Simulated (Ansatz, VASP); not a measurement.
## BiB in VASP and in Ansatz

```
B Bi
1.0
     0.00000    2.74487    2.74487
     2.74487    0.00000    2.74487
     2.74487    2.74487    0.00000
B Bi
1 1
Cartesian
  0.0000 0.0000 0.0000
  1.3724 1.3724 1.3724
```

Alike in both runs: task single point; functional HSE06; k mesh 6 × 6 × 6; no spin polarisation.

|  | VASP | Ansatz |
| --- | --- | --- |
| version | VASP 6.6.1 | Ansatz 0.2.0 |
| potentials or method | VASP PAW PBE potentials, release 64 (B, Bi_d) | plane waves, PAW |
| plane-wave cutoff (eV) | 520 | 420 |
| occupations | gaussian, width 0.01 eV | fixed |
| valence electrons in the cell | 18 | 18 |

```csv
,VASP,Ansatz,Ansatz less VASP
gap on the k mesh at the Fermi level (eV),0.90,0.91,+0.011
pressure (GPa),-1.8,-1.8,+0.05
```

Ansatz's warnings: stress exchange threshold loose, stress scf threshold loose.

Neither program's run includes spin-orbit coupling.
